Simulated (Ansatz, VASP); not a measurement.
## As in VASP and in Ansatz

```
CELL_PARAMETERS angstrom
1.79508 1.03639 5.05426
-1.79508 1.03639 5.05426
0.00000 -2.07278 5.05426
ATOMIC_POSITIONS crystal
As 0.78834 0.78834 0.78834
As 0.21166 0.21166 0.21166
```

Alike in both runs: task single point; functional r2SCAN; k mesh 10 × 10 × 10; occupations fermi-dirac, width 0.01 eV; no spin polarisation.

```csv
,VASP,Ansatz
version,VASP 6.6.1,Ansatz 0.2.0
potentials or method,"VASP PAW PBE potentials, release 64 (As), cutoff 520 eV","plane waves (500 eV) with PAW, scalar-relativistic"
valence electrons in the cell,10,30
```

Ansatz gave:

* pressure (GPa): 0.0
* traceless stress, the component that is largest in VASP (GPa): 0.04

Q: Estimate VASP's values.

A: Pressure (GPa): 0.1; traceless stress, the component that is largest in VASP (GPa): 0.14.

VASP's potentials were made for PBE, not for r2SCAN. VASP's potentials hold 10 valence electrons a cell and Ansatz's 30, so a difference there can come from the potentials and not from the codes.
